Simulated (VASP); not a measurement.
# Ti (Fm-3m) in VASP: notebook

Runs on Ti. Level: PBE. Tasks: single point.

All numbers are computed with VASP 6.6.1; they aren't measurements. Logs are shortened: lines on timing, memory, paths and dates and some standing lists are left out, and cuts for length are marked.

## 1. The cell of the first run

It takes space group Fm-3m (No. 225, cubic). Conventional cell: a = 4.001 Å, b = 4.001 Å, c = 4.001 Å, α = 90.00°, β = 90.00°, γ = 90.00°. Within 3.7 Å of Ti (site symmetry m-3m) lie 12 Ti at 2.83 Å.

This isn't the form of Ti at room conditions, which is hcp.

## 2. Single point, PBE (16.01 Å³/atom)

Contents of INCAR:

```
  ALGO = Normal
  EDIFF = 1E-7
  ENCUT = 520
  GGA = PE
  ISIF = 2
  ISMEAR = -1
  LASPH = True
  LCHARG = True
  LELF = True
  LREAL = False
  LVHAR = True
  LWAVE = False
  NBANDS = 12
  NELM = 80
  PREC = Accurate
  SIGMA = 0.08
```

Contents of KPOINTS:

```
k-points
0
Gamma
  18 18 18
```

Contents of POSCAR:

```
Ti
1.0
    0.0000000000      2.0005975789      2.0005975789
    2.0005975789      0.0000000000      2.0005975789
    2.0005975789      2.0005975789      0.0000000000
Ti
1
Direct
    0.0000000000      0.0000000000      0.0000000000
```

Potentials or basis: VASP PAW PBE potentials, release 64 (Ti_sv).

Launch:

```
cat potpaw_PBE.64/Ti_sv/POTCAR > POTCAR
mpirun -np 1 vasp_std > vasp.out
```

OUTCAR:

```text
EDIFF = 1E-7
   ENCUT = 520
   GGA = PE
   ISIF = 2
   ISMEAR = -1
   LASPH = True
   LREAL = False
   NELM = 80
   PREC = Accurate

 ion  position               nearest neighbor table
   1  0.000  0.000  0.000-

  LATTYP: Found a face centered cubic cell.
 ALAT       =     4.0011951578

  Lattice vectors:

 A1 = (   0.0000000000,   2.0005975789,   2.0005975789)
 A2 = (   2.0005975789,   0.0000000000,   2.0005975789)
 A3 = (   2.0005975789,   2.0005975789,   0.0000000000)

Analysis of symmetry for initial positions (statically):
=====================================================================
 Subroutine PRICEL returns:
 Original cell was already a primitive cell.

 Routine SETGRP: Setting up the symmetry group for a
 face centered cubic supercell.

 Subroutine GETGRP returns: Found 48 space group operations
 (whereof 48 operations were pure point group operations)
 out of a pool of 48 trial point group operations.

The static configuration has the point symmetry O_h .

Analysis of symmetry for dynamics (positions and initial velocities):
=====================================================================
 Subroutine PRICEL returns:
 Original cell was already a primitive cell.

 Routine SETGRP: Setting up the symmetry group for a
 face centered cubic supercell.

 Subroutine GETGRP returns: Found 48 space group operations
 (whereof 48 operations were pure point group operations)
 out of a pool of 48 trial point group operations.

The dynamic configuration has the point symmetry O_h .

 Subroutine INISYM returns: Found 48 space group operations
 (whereof 48 operations are pure point group operations),
 and found     1 'primitive' translations

----------------------------------------------------------------------------------------

                                     Primitive cell

  volume of cell :      16.0143

  direct lattice vectors                    reciprocal lattice vectors
     0.000000000  2.000597579  2.000597579    -0.249925325  0.249925325  0.249925325
     2.000597579  0.000000000  2.000597579     0.249925325 -0.249925325  0.249925325
     2.000597579  2.000597579  0.000000000     0.249925325  0.249925325 -0.249925325

  length of vectors
     2.829272229  2.829272229  2.829272229     0.432883361  0.432883361  0.432883361

  position of ions in fractional coordinates (direct lattice)
     0.000000000  0.000000000  0.000000000

  ion indices of the primitive-cell ions
   primitive index   ion index
                 1           1

----------------------------------------------------------------------------------------

 KPOINTS: k-points

Automatic generation of k-mesh.
 Grid dimensions read from file:
 generate k-points for:   18   18   18

 Generating k-lattice:

  Cartesian coordinates                     Fractional coordinates (reciprocal lattice)
    -0.013884740  0.013884740  0.013884740     0.055555556  0.000000000  0.000000000
     0.013884740 -0.013884740  0.013884740     0.000000000  0.055555556  0.000000000
     0.013884740  0.013884740 -0.013884740     0.000000000  0.000000000  0.055555556

  Length of vectors
     0.024049076  0.024049076  0.024049076

  Shift w.r.t. Gamma in fractional coordinates (k-lattice)
     0.000000000  0.000000000  0.000000000

 Subroutine IBZKPT returns following result:
 ===========================================

 Found    195 irreducible k-points:

 Following reciprocal coordinates:
            Coordinates               Weight
  0.000000  0.000000  0.000000      1.000000
  0.055556  0.000000  0.000000      8.000000
  0.111111  0.000000  0.000000      8.000000
  0.166667  0.000000  0.000000      8.000000
  0.222222  0.000000  0.000000      8.000000
  0.277778  0.000000  0.000000      8.000000
[... 16 lines left out ...]
 -0.277778  0.055556  0.000000     24.000000
 -0.222222  0.055556  0.000000     24.000000
 [... further k-points ...]
   k-points           NKPTS =    195   k-points in BZ     NKDIM =    195   number of bands    NBANDS=     12
   number of dos      NEDOS =    301   number of ions     NIONS =      1
   total plane-waves  NPLWV =  13824
   dimension x,y,z NGX =    24 NGY =   24 NGZ =   24
   dimension x,y,z NGXF=    48 NGYF=   48 NGZF=   48
   ions per type =               1
   NGX,Y,Z   is equivalent  to a cutoff of  14.10, 14.10, 14.10 a.u.
   NGXF,Y,Z  is equivalent  to a cutoff of  28.20, 28.20, 28.20 a.u.
 SYSTEM =  unknown system
   PREC   = accura    normal or accurate (medium, high low for compatibility)
   ISTART =      0    job   : 0-new  1-cont  2-samecut
   ICHARG =      2    charge: 1-file 2-atom 10-const
   ISPIN  =      1    spin polarized calculation?
   LNONCOLLINEAR =      F non collinear calculations
   LSORBIT =      F    spin-orbit coupling
   LASPH  =      T    aspherical Exc in radial PAW
   ENCUT  =  520.0 eV  38.22 Ry    6.18 a.u.   5.26  5.26  5.26*2*pi/ulx,y,z
   NELM   =     80;   NELMIN=  2; NELMDL= -5     # of ELM steps
   EDIFF  = 0.1E-06   stopping-criterion for ELM
   LREAL  =      F    real-space projection
   EDIFFG = 0.1E-05   stopping-criterion for IOM
   NSW    =      0    number of steps for IOM
   IBRION =     -1    ionic relax: 0-MD 1-quasi-New 2-CG
   NFREE  =      0    steps in history (QN), initial steepest desc. (CG)
   ISIF   =      2    stress and relaxation
   ISYM   =      2    0-nonsym 1-usesym 2-fastsym
   POTIM  = 0.5000    time-step for ionic-motion
   TEBEG  =    0.0;   TEEND  =   0.0 temperature during run
   PSTRESS=    0.0 pullay stress
   NELECT =      12.0000    total number of electrons
   NUPDOWN=      -1.0000    fix difference up-down
   EMIN   =  10.00;   EMAX   =-10.00  energy-range for DOS
   EFERMI =   0.00;   METHOD = LEGACY
   ISMEAR =    -1;   SIGMA  =   0.08  broadening in eV -4-tet -1-fermi 0-gaus
   EFERMI_NEDOS =   21; number of points for ismear=-14 and -15
   IALGO  =     38    algorithm
   IMIX   =      4    mixing-type and parameters
     AMIX     =   0.40;   BMIX     =  1.00
     AMIX_MAG =   1.60;   BMIX_MAG =  1.00
  volume/ion in A,a.u.               =      16.01       108.07
  Fermi-wavevector in a.u.,A,eV,Ry     =   1.486958  2.809944 30.083101  2.211046
  Thomas-Fermi vector in A             =   2.600179
   LORBIT       =      0    0 simple, 1 ext, 2 COOP (PROOUT), +10 PAW based schemes
   GGA     = PE    functional components
   LHFCALC =     F    Hartree Fock is set to
   AEXX    =    0.0000 exact exchange contribution
   IVDW    =     0    specifies the selected vdW correction
   LEPSILON=     F    determine dielectric tensor
   LRPA    =     F    only Hartree local field effects (RPA)
 non-spin polarized calculation
  energy-cutoff  :      520.00
  volume of cell :       16.01
 maximum number of plane-waves:       444
 NGX is ok and might be reduce to    24
   NGX = 11   NGY = 11   NGZ = 11

 number of electron      11.9999999 magnetization

 Free energy of the ion-electron system (eV)
  ---------------------------------------------------
  ext. energy  EPLUGINS =         0.00000000
  ---------------------------------------------------
  free energy    TOTEN  =        -7.75632347 eV

  energy without entropy =       -7.72326246  energy(sigma->0) =       -7.73979296

 E-fermi :   9.1159     XC(G=0): -11.8854

 val. band max:        9.1148782224   @ k =   0.5000   0.1111   0.0000
 cond. band min:       9.1166618490   @ k =   0.2778   0.0000   0.0000
 fundamental gap:      0.0017836266
 Fermi energy:         9.1159218740

 k-point     1 :       0.0000    0.0000    0.0000
  band No.  band energies     occupation
      1     -47.4618      2.00000
      2     -23.2146      2.00000
      3     -23.2146      2.00000
      4     -23.2146      2.00000
      5       2.8302      2.00000
      6      10.0366      0.00002
      7      10.0366      0.00002
      8      10.0366      0.00002
      9      11.8581      0.00000
     10      11.8581      0.00000
     11      24.8106      0.00000
     12      29.6909      0.00000

 k-point     2 :       0.0556    0.0000    0.0000
  band No.  band energies     occupation
      1     -47.4568      2.00000
      2     -23.2420      2.00000
      3     -23.2179      2.00000
      4     -23.2179      2.00000
      5       2.9385      2.00000
      6       9.9668      0.00005
      7      10.0771      0.00001
      8      10.0771      0.00001
      9      11.8306      0.00000
     10      11.8306      0.00000
     11      24.9189      0.00000
     12      28.8394      0.00000

 k-point     3 :       0.1111    0.0000    0.0000
  band No.  band energies     occupation
      1     -47.4423      2.00000
      2     -23.3203      2.00000
      3     -23.2275      2.00000
      4     -23.2275      2.00000
      5       3.2553      2.00000
      6       9.7774      0.00051
      7      10.1825      0.00000
      8      10.1825      0.00000
      9      11.7686      0.00000
     10      11.7686      0.00000
     11      25.1532      0.00000
     12      27.3072      0.00000

 k-point     4 :       0.1667    0.0000    0.0000
  band No.  band energies     occupation
      1     -47.4199      2.00000
      2     -23.4390      2.00000
      3     -23.2422      2.00000
      4     -23.2422      2.00000
      5       3.7543      2.00000
      6       9.5215      0.01248
      7      10.2984      0.00000
      8      10.2984      0.00000
      9      11.7364      0.00000
     10      11.7364      0.00000
     11      24.9845      0.00000
     12      26.1011      0.00000

 k-point     5 :       0.2222    0.0000    0.0000
  band No.  band energies     occupation
      1     -47.3924      2.00000
      2     -23.5826      2.00000
      3     -23.2601      2.00000
      4     -23.2601      2.00000
      5       4.3867      2.00000
      6       9.2722      0.24838
      7      10.3403      0.00000
      8      10.3403      0.00000
      9      11.8268      0.00000
     10      11.8268      0.00000
     11      23.6811      0.00000
     12      25.8290      0.00000

 k-point     6 :       0.2778    0.0000    0.0000
  band No.  band energies     occupation
      1     -47.3630      2.00000
      2     -23.7332      2.00000
      3     -23.2791      2.00000
      4     -23.2791      2.00000
      5       5.0699      2.00000
      6       9.1167      0.99538
      7      10.2726      0.00000
      8      10.2726      0.00000
      9      12.0732      0.00000
     10      12.0732      0.00000
     11      22.1707      0.00000
     12      25.4833      0.00000

 k-point     7 :       0.3333    0.0000    0.0000
  band No.  band energies     occupation
      1     -47.3352      2.00000
      2     -23.8726      2.00000
      3     -23.2968      2.00000
      4     -23.2968      2.00000
      5       5.6791      2.00000
      6       9.1517      0.78019
      7      10.1458      0.00001
      8      10.1458      0.00001
      9      12.4072      0.00000
     10      12.4072      0.00000
     11      20.7220      0.00000
     12      24.9785      0.00000

 k-point     8 :       0.3889    0.0000    0.0000
  band No.  band energies     occupation
      1     -47.3124      2.00000
      2     -23.9849      2.00000
      3     -23.3113      2.00000
      4     -23.3113      2.00000
      5       6.0895      2.00000
      6       9.4222      0.04255
      7      10.0202      0.00002
      8      10.0202      0.00002
      9      12.7333      0.00000
     10      12.7333      0.00000
     11      19.4464      0.00000
     12      24.5006      0.00000
[... 166 lines left out ...]
 k-point    20 :      -0.4444    0.0556    0.0000
  band No.  band energies     occupation
      1     -47.2923      2.00000
      2     -24.0628      2.00000
      3     -23.3441      2.00000
      4     -23.3240      2.00000
      5       6.3989      2.00000
      6       9.5944      0.00504
      7       9.9756      0.00004
      8       9.9977      0.00003
      9      12.9448      0.00000
     10      13.2617      0.00000
     11      18.3121      0.00000
     12      24.1710      0.00000

 k-point    21 :      -0.3889    0.0556    0.0000
  band No.  band energies     occupation
      1     -47.3040      2.00000
      2     -24.0067      2.00000
      3     -23.3406      2.00000
      4     -23.3123      2.00000
      5       6.2603      2.00000
      6       9.4145      0.04677
      7       9.9435      0.00006
      8      10.0383      0.00002
      9      12.6778      0.00000
     10      13.1089      0.00000
     11      19.0973      0.00000
     12      24.4092      0.00000

 k-point    22 :      -0.3333    0.0556    0.0000
  band No.  band energies     occupation
      1     -47.3242      2.00000
      2     -23.9089      2.00000
      3     -23.3303      2.00000
      4     -23.2959      2.00000
      5       5.9256      2.00000
      6       9.1422      0.83732
      7      10.0341      0.00002
      8      10.1529      0.00000
      9      12.3149      0.00000
     10      12.8244      0.00000
     11      20.3036      0.00000
     12      24.8147      0.00000

 k-point    23 :      -0.2778    0.0556    0.0000
  band No.  band energies     occupation
      1     -47.3504      2.00000
      2     -23.7803      2.00000
      3     -23.3145      2.00000
      4     -23.2768      2.00000
      5       5.3708      2.00000
      6       9.0462      1.40988
      7      10.1733      0.00000
      8      10.2929      0.00000
      9      11.9334      0.00000
     10      12.4848      0.00000
     11      21.7240      0.00000
     12      25.2929      0.00000

 k-point    24 :      -0.2222    0.0556    0.0000
  band No.  band energies     occupation
      1     -47.3793      2.00000
      2     -23.6356      2.00000
      3     -23.2948      2.00000
      4     -23.2574      2.00000
      5       4.6977      2.00000
      6       9.1520      0.77804
      7      10.2904      0.00000
      8      10.3995      0.00000
      9      11.6311      0.00000
     10      12.1731      0.00000
     11      23.2301      0.00000
     12      25.6844      0.00000

 [... further k-points ...]
[... 5 lines left out ...]
  --------------------------------------------------------------------------------------
  -------------------------------------------------------------------------------------
  Total        0.9872956      0.9872956      0.9872956     -0.0000000     -0.0000000      0.0000000
  in kB       98.7753521     98.7753521     98.7753521     -0.0000000     -0.0000000      0.0000000
  external PRESSURE =      98.7753521 kB  Pullay stress =       0.0000000 kB

 VOLUME and BASIS-vectors are now :
 -----------------------------------------------------------------------------
  energy-cutoff  :      520.00
  volume of cell :       16.01
      direct lattice vectors                 reciprocal lattice vectors
     0.000000000  2.000597579  2.000597579    -0.249925325  0.249925325  0.249925325
     2.000597579  0.000000000  2.000597579     0.249925325 -0.249925325  0.249925325
     2.000597579  2.000597579  0.000000000     0.249925325  0.249925325 -0.249925325

 POSITION                                       TOTAL-FORCE (eV/Angst)
 -----------------------------------------------------------------------------------
      0.00000      0.00000      0.00000         0.000000      0.000000      0.000000
 -----------------------------------------------------------------------------------
    total drift:                               -0.000000      0.000000      0.000000

  FREE ENERGIE OF THE ION-ELECTRON SYSTEM (eV)
  ---------------------------------------------------
  free  energy   TOTEN  =        -7.7563234670 eV

  energy  without entropy=       -7.7232624596  energy(sigma->0) =       -7.73979296
```

Wall time 43 s (1 thread of Intel Xeon 8259CL, shared host); peak memory 0.17 GiB.

Results:

```yaml
Free_energy: -7.7563 eV
Pressure: 9.9 GPa
Band_gap_on_the_k_mesh: zero (bands 6 and 7 overlap by 1.40 eV)
```

Levels at points of the mesh, in eV from the Fermi level:
```tsv
k point	band 2	band 3	band 4	band 5	band 6	band 7	band 8	band 9	band 10	band 11
(0.00, 0.00, 0.00)	-32.33	-32.33	-32.33	-6.29	0.92	0.92	0.92	2.74	2.74	15.69
(0.50, 0.00, 0.00)	-33.20	-32.44	-32.44	-2.78	0.79	0.79	0.85	3.94	3.94	9.05
(0.50, 0.50, 0.00)	-33.14	-32.63	-32.63	-2.87	-1.94	3.23	3.93	4.25	4.25	11.52
```

Caveat: the cell stands under pressure.

(Part 1 of 3 ends here.)
